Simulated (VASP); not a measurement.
Write the native input for VASP 6.6.1 that does the following.

* Task: band structure
* Functional: TB-mBJ
* Potentials or basis: VASP PAW PBE potentials, release 64 (Al, Ga_d, As)
* Cutoff: 520 eV
* k mesh: 6 × 6 × 6
* Occupations: gaussian, width 0.03 eV
* Spin: no spin polarisation
* Further INCAR settings: ALGO = Normal; EDIFF = 1e-07; NBANDS = 76

AlGa3As4:

```
Al Ga As
1.0
    -5.66855    5.66855    0.00000
    -5.66857   -0.00002    5.66781
     0.00002    5.66857    5.66781
Al Ga As
2 6 8
Direct
  0.00022 0.99978 0.99978
  0.50022 0.99978 0.99978
  0.00000 0.50026 0.99973
  0.00000 0.99973 0.50026
  0.50000 0.50026 0.99973
  0.50000 0.99973 0.50026
  0.99985 0.50015 0.50015
  0.49985 0.50015 0.50015
  0.87497 0.87498 0.37508
  0.37497 0.87498 0.37508
  0.87499 0.37501 0.37501
  0.87499 0.87501 0.87501
  0.37499 0.37501 0.37501
  0.37499 0.87501 0.87501
  0.87497 0.37508 0.87498
  0.37497 0.37508 0.87498
```

These files were run (other wordings do the same):

POSCAR

```
AlGa3As4                                
1.0
   -5.6685454392      5.6685454392      0.0000000000
   -5.6685671396     -0.0000217005      5.6678114552
    0.0000217005      5.6685671396      5.6678114552
  Al              Ga              As            
     2     6     8
Direct
     0.0002247072836741    0.9997752927163258    0.9997752927163258
     0.5002247072836742    0.9997752927163258    0.9997752927163258
     0.0000010609717054    0.5002642153653285    0.9997336626912678
     0.0000010609717054    0.9997336626912678    0.5002642153653285
     0.5000010609717054    0.5002642153653285    0.9997336626912678
     0.5000010609717054    0.9997336626912678    0.5002642153653285
     0.9998517478162511    0.5001482521837489    0.5001482521837489
     0.4998517478162511    0.5001482521837489    0.5001482521837489
     0.8749727129651700    0.8749767146731949    0.3750778593964652
     0.3749727129651700    0.8749767146731949    0.3750778593964652
     0.8749902470628604    0.3750097529371396    0.3750097529371396
     0.8749857499634708    0.8750142500365292    0.8750142500365292
     0.3749902470628604    0.3750097529371396    0.3750097529371396
     0.3749857499634708    0.8750142500365292    0.8750142500365292
     0.8749727129651700    0.3750778593964652    0.8749767146731949
     0.3749727129651700    0.3750778593964652    0.8749767146731949
```

INCAR.step1

```
PREC     = Accurate       # precision mode
ENCUT    = 520            # plane-wave cutoff, eV
EDIFF    = 1E-5           # SCF threshold, eV
ISMEAR   = 0              # smearing method
SIGMA    = 0.03           # smearing width, eV
LREAL    = False          # projectors in reciprocal space
LASPH    = True           # aspherical terms in the spheres
NELM     = 80             # most SCF steps
ALGO     = Normal         # electronic algorithm
ISIF     = 2              # what is computed and relaxed
LWAVE    = True           # write WAVECAR
LCHARG   = False          # write CHGCAR
NBANDS   = 76             # bands
KPAR     = 4            
GGA      = PE             # functional
```

INCAR.step2

```
PREC     = Accurate       # precision mode
ENCUT    = 520            # plane-wave cutoff, eV
EDIFF    = 1E-7           # SCF threshold, eV
ISMEAR   = 0              # smearing method
SIGMA    = 0.03           # smearing width, eV
LREAL    = False          # projectors in reciprocal space
LASPH    = True           # aspherical terms in the spheres
NELM     = 80             # most SCF steps
ALGO     = Normal         # electronic algorithm
ISIF     = 2              # what is computed and relaxed
LWAVE    = False          # write WAVECAR
LCHARG   = False          # write CHGCAR
METAGGA  = MBJ            # meta-GGA
NBANDS   = 76             # bands
KPAR     = 4            
ISTART   = 1
```

KPOINTS

```
regular mesh
0
Gamma
  6 6 6
```

KPOINTS_OPT

```
explicit points
6
Reciprocal
 0.0000000000  0.0000000000  0.0000000000 1
 0.3750000000  0.3750000000  0.7500000000 1
 0.5000000000  0.5000000000  0.5000000000 1
 0.6250000000  0.2500000000  0.6250000000 1
 0.5000000000  0.2500000000  0.7500000000 1
 0.5000000000  0.0000000000  0.5000000000 1
```

Potentials or basis: VASP PAW PBE potentials, release 64 (Al, Ga_d, As).

Command:

```sh
$ cat potpaw_PBE.64/Al/POTCAR potpaw_PBE.64/Ga_d/POTCAR potpaw_PBE.64/As/POTCAR > POTCAR
$ cp INCAR.step1 INCAR
$ mpirun -np 4 vasp_std > vasp.out
$ cp INCAR.step2 INCAR
$ mpirun -np 4 vasp_std > vasp.out
```

Results of the run:

| Property | Result |
| --- | --- |
| Band gap on the k mesh | 1.67 eV |
| Band gap along the path | 1.67 eV |

Wall time 27 min on 4 MPI ranks on AMD EPYC 9R45 96-Core Processor (Zen 5), with other jobs on the host, peak memory 1.6 GiB a rank.
